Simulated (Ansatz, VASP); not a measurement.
## Two plane-wave programs on SnTe

```
Sn Te
1.0
     0.00000    3.18933    3.18933
     3.22122    0.00000    3.18933
     3.22122    3.18933    0.00000
Sn Te
1 1
Direct
  0.00000 0.00000 0.00000
  0.50000 0.50000 0.50000
```

Change from the starting cell: uniaxial_x strain +1.0%.

Alike in both runs: task single point; functional r2SCAN; k mesh 8 × 8 × 8; occupations fermi-dirac, width 0.02 eV; no spin polarisation.

|  | VASP | Ansatz |
| --- | --- | --- |
| version | VASP 6.6.1 | Ansatz 0.2.0 |
| potentials or method | VASP PAW PBE potentials, release 64 (Sn_d, Te) | plane waves, PAW |
| plane-wave cutoff (eV) | 520 | 500 |
| valence electrons in the cell | 20 | 30 |

|  | VASP | Ansatz | Ansatz less VASP |
| --- | --- | --- | --- |
| pressure (GPa) | -0.5 | -0.5 | -0.01 |
| traceless stress, the component that is largest in VASP (GPa) | -0.76 | -0.75 | +0.003 |

VASP's potentials were made for PBE, not for r2SCAN. VASP's potentials hold 20 valence electrons a cell and Ansatz's 30, so a difference there can come from the potentials and not from the codes.

Spin-orbit coupling is off throughout.
